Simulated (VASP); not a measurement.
Input of a VASP 6.6.1 run:

File INCAR:

```
PREC = Accurate ; ENCUT = 520
EDIFF = 1E-6 ; ISMEAR = -1
SIGMA = 0.02 ; LREAL = False
LASPH = True ; NELM = 100
ALGO = Normal ; ISIF = 2
LWAVE = False ; LCHARG = False
GGA = PE ; NBANDS = 17
```

The input KPOINTS:

```
regular mesh
0
Gamma
  8 8 8
```

The input POSCAR:

```
PbS
1.0
    0.0000000000      2.9872326717      2.9872326717
    2.9872326717      0.0000000000      2.9872326717
    2.9872326717      2.9872326717      0.0000000000
Pb S
1 1
Direct
    0.0000000000      0.0000000000      0.0000000000
    0.5000000000      0.5000000000      0.5000000000
```

Potentials or basis: VASP PAW PBE potentials, release 64 (Pb_d, S).

Command:

```console
$ cat potpaw_PBE.64/Pb_d/POTCAR potpaw_PBE.64/S/POTCAR > POTCAR
$ mpirun -np 1 vasp_std > vasp.out
```

**Question.** What does it give for the band gap on the k mesh?

**Answer.** 0.44 eV, direct.

**Question.** Estimate the pressure.

**Answer.** 0.9 GPa.

Caveat: spin-orbit coupling is left out, which moves the levels of the heavy elements. A k mesh can miss the band edges.
